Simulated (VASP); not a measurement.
# P in VASP: a series of runs

P is run at these levels: PBEsol; tasks: single point.

All numbers are computed with VASP 6.6.1; they aren't measurements. Logs are shortened: lines on timing, memory, paths and dates and some standing lists are left out, and cuts for length are marked.

**1. The cell of the first run**

The cell holds a slab with vacuum, 4 atoms: a = 3.362 Å, b = 33.366 Å, c = 4.956 Å, α = 91.37°, β = 92.26°, γ = 88.12°.

**2. Single point, PBEsol (atoms moved at random and the cell strained at random)**

Contents of INCAR:

```
SYSTEM = P
PREC     = Accurate       ! precision mode
ENCUT    = 520            ! plane-wave cutoff, eV
EDIFF    = 1E-6           ! SCF threshold, eV
ISMEAR   = 0              ! smearing method
SIGMA    = 0.05           ! smearing width, eV
LREAL    = .False.        ! projectors in reciprocal space
LASPH    = .True.         ! aspherical terms in the spheres
NELM     = 60             ! most SCF steps
ALGO     = Fast           ! electronic algorithm
ISIF     = 2              ! what is computed and relaxed
LWAVE    = .False.        ! write WAVECAR
LCHARG   = .False.        ! write CHGCAR
GGA      = PS             ! functional
NBANDS   = 18             ! bands
```

Contents of KPOINTS:

```
Automatic mesh
0
Gamma
  8 1 6
  0 0 0
```

Contents of POSCAR:

```
P
1.0
    3.3612018400      0.0527785622     -0.0675268662
    0.5602486370     33.3587492207     -0.4148084566
   -0.0952545982     -0.0551231087      4.9546622948
P
4
Direct
    0.0314153720      0.9789205504      0.6081887492
   -0.0111448328      0.0300942134      0.4157315037
    0.5325748627      0.0227665259      0.0686989850
    0.4471545980      0.9682187103      0.9073807622
```

Potentials or basis: VASP PAW PBE potentials, release 64 (P).

The run is started by

```bash
$ cat potpaw_PBE.64/P/POTCAR > POTCAR
$ mpirun -np 1 vasp_std > vasp.out
```

OUTCAR:

```text
SYSTEM = P
   PREC = Accurate
   ENCUT = 520
   EDIFF = 1E-6
   ISMEAR = 0
   LREAL = .False.
   LASPH = .True.
   NELM = 60
   ISIF = 2
   GGA = PS

 ion  position               nearest neighbor table
   1  0.031  0.979  0.608-   2 1.97   4 2.03   4 2.55
   2  0.989  0.030  0.416-   1 1.97   3 2.27   3 2.56
   3  0.533  0.023  0.069-   4 2.00   2 2.27   2 2.56
   4  0.447  0.968  0.907-   3 2.00   1 2.03   1 2.55

  LATTYP: Found a triclinic cell.
 ALAT       =     3.3622943452
 B/A-ratio  =     1.4739591237
 C/A-ratio  =     9.9235904462
 COS(alpha) =     0.0238720552
 COS(beta)  =     0.0327289725
 COS(gamma) =     0.0394674702

  Lattice vectors:

 A1 = (   3.3612018400,   0.0527785622,  -0.0675268662)
 A2 = (   0.0952545982,   0.0551231087,  -4.9546622948)
 A3 = (   0.5602486370,  33.3587492207,  -0.4148084566)

Analysis of symmetry for initial positions (statically):
=====================================================================
 Subroutine PRICEL returns:
 Original cell was already a primitive cell.

 Routine SETGRP: Setting up the symmetry group for a
 triclinic supercell.

 Subroutine GETGRP returns: Found  1 space group operations
 (whereof  1 operations were pure point group operations)
 out of a pool of  2 trial point group operations.

The static configuration has the point symmetry C_1 .

Analysis of symmetry for dynamics (positions and initial velocities):
=====================================================================
 Subroutine PRICEL returns:
 Original cell was already a primitive cell.

 Routine SETGRP: Setting up the symmetry group for a
 triclinic supercell.

 Subroutine GETGRP returns: Found  1 space group operations
 (whereof  1 operations were pure point group operations)
 out of a pool of  2 trial point group operations.

The dynamic configuration has the point symmetry C_1 .

 Subroutine INISYM returns: Found  1 space group operations
 (whereof  1 operations are pure point group operations),
 and found     1 'primitive' translations

----------------------------------------------------------------------------------------

                                     Primitive cell

  volume of cell :     555.1102

  direct lattice vectors                    reciprocal lattice vectors
     3.361201840  0.052778562 -0.067526866     0.297703915 -0.004929346  0.005668589
     0.560248637 33.358749221 -0.414808457    -0.000464372  0.029988980  0.000324715
    -0.095254598 -0.055123109  4.954662295     0.004018515  0.002443521  0.201934545

  length of vectors
     3.362294345 33.366032041  4.955884427     0.297798677  0.029994333  0.201989306

  position of ions in fractional coordinates (direct lattice)
     0.031415372  0.978920550  0.608188749
     0.988855167  0.030094213  0.415731504
     0.532574863  0.022766526  0.068698985
     0.447154598  0.968218710  0.907380762

  ion indices of the primitive-cell ions
   primitive index   ion index
                 1           1
                 2           2
                 3           3
                 4           4

----------------------------------------------------------------------------------------

 KPOINTS: Automatic mesh

Automatic generation of k-mesh.
 Grid dimensions read from file:
 generate k-points for:    8    1    6

 Generating k-lattice:

  Cartesian coordinates                     Fractional coordinates (reciprocal lattice)
     0.037212989 -0.000616168  0.000708574     0.125000000 -0.000000000  0.000000000
    -0.000464372  0.029988980  0.000324715     0.000000000  1.000000000 -0.000000000
     0.000669753  0.000407253  0.033655758     0.000000000 -0.000000000  0.166666667

  Length of vectors
     0.037224835  0.029994333  0.033664884

  Shift w.r.t. Gamma in fractional coordinates (k-lattice)
     0.000000000  0.000000000  0.000000000

 Subroutine IBZKPT returns following result:
 ===========================================

 Found     26 irreducible k-points:

 Following reciprocal coordinates:
            Coordinates               Weight
  0.000000  0.000000  0.000000      1.000000
  0.125000 -0.000000 -0.000000      2.000000
  0.250000 -0.000000 -0.000000      2.000000
  0.375000 -0.000000  0.000000      2.000000
  0.500000 -0.000000 -0.000000      1.000000
  0.000000  0.000000  0.166667      2.000000
[... 16 lines left out ...]
  0.125000  0.000000  0.500000      2.000000
  0.250000  0.000000  0.500000      2.000000
 [... further k-points ...]
   k-points           NKPTS =     26   k-points in BZ     NKDIM =     26   number of bands    NBANDS=     18
   number of dos      NEDOS =    301   number of ions     NIONS =      4
   total plane-waves  NPLWV = 280000
   dimension x,y,z NGX =    28 NGY =  250 NGZ =   40
   dimension x,y,z NGXF=    56 NGYF=  500 NGZF=   80
   ions per type =               4
   NGX,Y,Z   is equivalent  to a cutoff of  13.84, 12.46, 13.42 a.u.
   NGXF,Y,Z  is equivalent  to a cutoff of  27.69, 24.91, 26.84 a.u.
 SYSTEM =  P
   PREC   = accura    normal or accurate (medium, high low for compatibility)
   ISTART =      0    job   : 0-new  1-cont  2-samecut
   ICHARG =      2    charge: 1-file 2-atom 10-const
   ISPIN  =      1    spin polarized calculation?
   LNONCOLLINEAR =      F non collinear calculations
   LSORBIT =      F    spin-orbit coupling
   LASPH  =      T    aspherical Exc in radial PAW
   ENCUT  =  520.0 eV  38.22 Ry    6.18 a.u.   6.25 62.04  9.21*2*pi/ulx,y,z
   NELM   =     60;   NELMIN=  2; NELMDL= -5     # of ELM steps
   EDIFF  = 0.1E-05   stopping-criterion for ELM
   LREAL  =      F    real-space projection
   EDIFFG = 0.1E-04   stopping-criterion for IOM
   NSW    =      0    number of steps for IOM
   IBRION =     -1    ionic relax: 0-MD 1-quasi-New 2-CG
   NFREE  =      0    steps in history (QN), initial steepest desc. (CG)
   ISIF   =      2    stress and relaxation
   ISYM   =      2    0-nonsym 1-usesym 2-fastsym
   POTIM  = 0.5000    time-step for ionic-motion
   TEBEG  =    0.0;   TEEND  =   0.0 temperature during run
   PSTRESS=    0.0 pullay stress
   NELECT =      20.0000    total number of electrons
   NUPDOWN=      -1.0000    fix difference up-down
   EMIN   =  10.00;   EMAX   =-10.00  energy-range for DOS
   EFERMI =   0.00;   METHOD = LEGACY
   ISMEAR =     0;   SIGMA  =   0.05  broadening in eV -4-tet -1-fermi 0-gaus
   EFERMI_NEDOS =   21; number of points for ismear=-14 and -15
   IALGO  =     68    algorithm
   IMIX   =      4    mixing-type and parameters
     AMIX     =   0.40;   BMIX     =  1.00
     AMIX_MAG =   1.60;   BMIX_MAG =  1.00
  volume/ion in A,a.u.               =     138.78       936.52
  Fermi-wavevector in a.u.,A,eV,Ry     =   0.540703  1.021780  3.977789  0.292359
  Thomas-Fermi vector in A             =   1.567953
   LORBIT       =      0    0 simple, 1 ext, 2 COOP (PROOUT), +10 PAW based schemes
   GGA     = PS    functional components
   LHFCALC =     F    Hartree Fock is set to
   AEXX    =    0.0000 exact exchange contribution
   IVDW    =     0    specifies the selected vdW correction
   LEPSILON=     F    determine dielectric tensor
   LRPA    =     F    only Hartree local field effects (RPA)
 non-spin polarized calculation
 RMM-DIIS sequential band-by-band and
 Gauss-broadening in eV      SIGMA  =   0.05
  energy-cutoff  :      520.00
  volume of cell :      555.11
 maximum number of plane-waves:     14986
 NGX is ok and might be reduce to    28
   NGX = 13   NGY =123   NGZ = 19

 number of electron      20.0000000 magnetization

 Free energy of the ion-electron system (eV)
  ---------------------------------------------------
  ext. energy  EPLUGINS =         0.00000000
  ---------------------------------------------------
  free energy    TOTEN  =       -20.80224424 eV

  energy without entropy =      -20.80057315  energy(sigma->0) =      -20.80140869

 E-fermi :  -3.3791     XC(G=0):  -1.7247

 val. band max:       -3.8080304874   @ k =   0.0000   0.0000   0.1667
 cond. band min:      -3.3782090521   @ k =   0.0000   0.0000   0.0000
 fundamental gap:      0.4298214353
 Fermi energy:        -3.3790792391

 k-point     1 :       0.0000    0.0000    0.0000
  band No.  band energies     occupation
      1     -19.0761      2.00000
      2     -15.4281      2.00000
      3     -14.6704      2.00000
      4      -9.4933      2.00000
      5      -8.8897      2.00000
      6      -8.1934      2.00000
[... 10 lines left out ...]
     17       1.5797      0.00000
     18       1.6748      0.00000

 k-point     2 :       0.1250   -0.0000   -0.0000
  band No.  band energies     occupation
      1     -18.9170      2.00000
      2     -15.3576      2.00000
      3     -14.5952      2.00000
      4      -9.4770      2.00000
      5      -8.8234      2.00000
      6      -8.2071      2.00000
[... 10 lines left out ...]
     17       1.7501      0.00000
     18       1.8422      0.00000

 k-point     3 :       0.2500   -0.0000   -0.0000
  band No.  band energies     occupation
      1     -18.4535      2.00000
      2     -15.3767      2.00000
      3     -14.2512      2.00000
      4      -9.8697      2.00000
      5      -9.0488      2.00000
      6      -8.5059      2.00000
[... 10 lines left out ...]
     17       2.1236      0.00000
     18       2.4169      0.00000

 k-point     4 :       0.3750   -0.0000    0.0000
  band No.  band energies     occupation
      1     -17.7414      2.00000
      2     -15.8411      2.00000
      3     -13.5020      2.00000
      4     -10.9244      2.00000
      5      -9.5506      2.00000
      6      -8.6742      2.00000
[... 10 lines left out ...]
     17       2.6997      0.00000
     18       2.9904      0.00000

 k-point     5 :       0.5000   -0.0000   -0.0000
  band No.  band energies     occupation
      1     -17.1167      2.00000
      2     -16.4178      2.00000
      3     -12.7355      2.00000
      4     -11.8568      2.00000
      5      -9.5398      2.00000
      6      -8.9985      2.00000
[... 10 lines left out ...]
     17       2.8184      0.00000
     18       3.2454      0.00000

 k-point     6 :       0.0000    0.0000    0.1667
  band No.  band energies     occupation
      1     -18.9597      2.00000
      2     -16.1018      2.00000
      3     -14.0209      2.00000
      4     -10.0864      2.00000
      5      -8.5857      2.00000
      6      -7.7496      2.00000
[... 307 lines left out ...]
 k-point    21 :      -0.1250    0.0000    0.3333
  band No.  band energies     occupation
      1     -18.5326      2.00000
      2     -16.7158      2.00000
      3     -13.3417      2.00000
      4     -10.7763      2.00000
      5      -8.3306      2.00000
      6      -7.4325      2.00000
[... 10 lines left out ...]
     17       2.0138      0.00000
     18       2.1449      0.00000

 k-point    22 :       0.0000    0.0000    0.5000
  band No.  band energies     occupation
      1     -18.3474      2.00000
      2     -17.4405      2.00000
      3     -12.5451      2.00000
      4     -11.7427      2.00000
      5      -7.1604      2.00000
      6      -6.7779      2.00000
[... 10 lines left out ...]
     17       1.7861      0.00000
     18       2.0419      0.00000

 k-point    23 :       0.1250    0.0000    0.5000
  band No.  band energies     occupation
      1     -18.2097      2.00000
      2     -17.2936      2.00000
      3     -12.5575      2.00000
      4     -11.6405      2.00000
      5      -7.8393      2.00000
      6      -7.3537      2.00000
[... 10 lines left out ...]
     17       2.0129      0.00000
     18       2.5152      0.00000

 k-point    24 :       0.2500    0.0000    0.5000
  band No.  band energies     occupation
      1     -17.8304      2.00000
      2     -16.8744      2.00000
      3     -12.7865      2.00000
      4     -11.4253      2.00000
      5      -9.1366      2.00000
      6      -8.4345      2.00000
[... 10 lines left out ...]
     17       2.6230      0.00000
     18       2.8400      0.00000

 [... further k-points ...]

------------------------ aborting loop because EDIFF is reached ----------------------------------------

  FORCE on cell =-STRESS in cart. coord.  units (eV):
  Direction    XX          YY          ZZ          XY          YZ          ZX
  --------------------------------------------------------------------------------------
  -------------------------------------------------------------------------------------
  Total       -0.2836477     11.8638881      0.8630005     -0.3734111     -0.6762014      4.5940803
  in kB       -0.8186732     34.2419460      2.4908205     -1.0777515     -1.9516749     13.2595865
  external PRESSURE =      11.9713644 kB  Pullay stress =       0.0000000 kB

 VOLUME and BASIS-vectors are now :
 -----------------------------------------------------------------------------
  energy-cutoff  :      520.00
  volume of cell :      555.11
      direct lattice vectors                 reciprocal lattice vectors
     3.361201840  0.052778562 -0.067526866     0.297703915 -0.004929346  0.005668589
     0.560248637 33.358749221 -0.414808457    -0.000464372  0.029988980  0.000324715
    -0.095254598 -0.055123109  4.954662295     0.004018515  0.002443521  0.201934545

 POSITION                                       TOTAL-FORCE (eV/Angst)
 -----------------------------------------------------------------------------------
      0.59610     32.62370      2.60518        -2.301671     -3.820568      0.125866
      3.30100      1.03318      1.98055         0.465803      3.436757     -2.619865
      1.79630      0.78378      0.29497        -0.252462      3.382947      2.541507
      1.95899     32.27215      4.06394         2.088330     -2.999136     -0.047507
 -----------------------------------------------------------------------------------
    total drift:                                0.000046      0.000410      0.000053

  FREE ENERGIE OF THE ION-ELECTRON SYSTEM (eV)
  ---------------------------------------------------
  free  energy   TOTEN  =       -20.8022442388 eV

  energy  without entropy=      -20.8005731461  energy(sigma->0) =      -20.80140869
```

It took 15 min on 1 thread of Oxide Virtual Turin-like, shared host; peak memory 0.64 GiB.

What came out:

```yaml
Free_energy: -20.8022 eV
Largest_force: 4.462 eV/Å
Band_gap_on_the_k_mesh: 0.03 eV (least direct gap 0.05 eV)
```

Forces on the atoms (eV/Å):
```
P   -2.302 -3.821  0.126
P    0.466  3.437 -2.620
P   -0.252  3.383  2.542
P    2.088 -2.999 -0.048
```

Caveat: the cell differs from its parent crystal (atoms moved at random and the cell strained at random); the smearing spreads over this small gap; there is no dipole correction, which matters where the two faces differ; the PAW data sets were made with another functional, which shifts forces and pressure a little.

**3. Single point, PBEsol (atoms moved at random and the cell strained at random)**

Contents of INCAR:

```
SYSTEM = P
PREC = Accurate
ENCUT = 520
EDIFF = 1E-7
ISMEAR = 0
SIGMA = 0.05
LREAL = .FALSE.
LASPH = .TRUE.
NELM = 80
ALGO = Normal
ISIF = 2
LWAVE = .FALSE.
LCHARG = .TRUE.
GGA = PS
LELF = .TRUE.
LVHAR = .TRUE.
NBANDS = 18
```

Contents of KPOINTS:

```
Automatic mesh
0
G
  8 1 6
  0 0 0
```

Contents of POSCAR:

```
P
1.0
    3.4181531625      0.0819435812      0.0374884925
    0.8698376338     34.6922363980      0.8143667537
    0.0528819341      0.1082196527      4.6986941602
P
4
Direct
   -0.0147841559      0.9711316528      0.5948188640
    0.0703144454      0.0345210966      0.4107546862
    0.4086035750      0.0231740870      0.0800136507
    0.5358661355      0.9711731636      0.9144127991
```

Potentials or basis: VASP PAW PBE potentials, release 64 (P).

The run is started by

```bash
$ cat potpaw_PBE.64/P/POTCAR > POTCAR
$ mpirun -np 1 vasp_std > vasp.out
```

It took 16 min on 1 thread of Oxide Virtual Turin-like, shared host; peak memory 0.61 GiB.

It converged, with:

* Free energy: -20.9321 eV
* Largest force: 4.070 eV/Å
* Band gap on the k mesh: 0.07 eV

Forces on the atoms (eV/Å):
```
P    1.307  1.167  0.057
P   -2.355 -1.061  1.563
P    2.260  3.165 -1.198
P   -1.213 -3.271 -0.422
```

Levels at points of the mesh, in eV from the valence-band top:
```
           k point  band 8  band 9  band 10  band 11  band 12  band 13
(0.00, 0.00, 0.00)   -2.34   -0.48     0.00     0.07     1.00     1.20
(0.50, 0.00, 0.00)   -2.94   -2.66    -1.62     0.36     1.42     1.62
(0.00, 0.00, 0.50)   -2.15   -1.80    -0.64     0.41     1.41     3.10
(0.50, 0.00, 0.50)   -3.71   -1.71    -0.65     1.47     1.83     3.23
```

Caveat: the cell differs from its parent crystal (atoms moved at random and the cell strained at random); there is no dipole correction, which matters where the two faces differ; the PAW data sets were made with another functional, which shifts forces and pressure a little.

The gap in the log of VASP goes by the Fermi energy; the results here count the filled bands.